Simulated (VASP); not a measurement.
## RbBr: single point with PBE

RbBr:

```
Rb Br
1.0
     0.00000    3.50874    3.50874
     3.50874    0.00000    3.50874
     3.50874    3.50874    0.00000
Rb Br
1 1
Direct
  0.00000 0.00000 0.00000
  0.50000 0.50000 0.50000
```

```json
{
 "Program": "VASP 6.6.1",
 "Task": "single point",
 "Functional": "PBE",
 "Potentials or basis": "VASP PAW PBE potentials, release 64 (Rb_sv, Br)",
 "Cutoff": "520 eV",
 "k mesh": "6 × 6 × 6",
 "Occupations": "fermi-dirac, width 0.02 eV",
 "Spin": "no spin polarisation"
}
```

The pressure is 0.0 GPa and the band gap on the k mesh is 4.19 eV.

Levels at points of the mesh, in eV from the valence-band top:
| k point | band 5 | band 6 | band 7 | band 8 | band 9 | band 10 | band 11 | band 12 |
| --- | --- | --- | --- | --- | --- | --- | --- | --- |
| (0.00, 0.00, 0.00) | -8.64 | 0.00 | 0.00 | 0.00 | 4.19 | 7.25 | 7.25 | 7.25 |
| (0.50, 0.00, 0.00) | -8.61 | -0.87 | -0.30 | -0.30 | 6.63 | 7.46 | 9.27 | 9.27 |
| (0.50, 0.50, 0.00) | -8.69 | -0.45 | -0.15 | -0.15 | 5.67 | 6.86 | 8.84 | 9.06 |

It took 17 s on 1 thread of AMD EPYC 9R45 96-Core Processor (Zen 5) (shared host), peak memory 0.21 GiB.
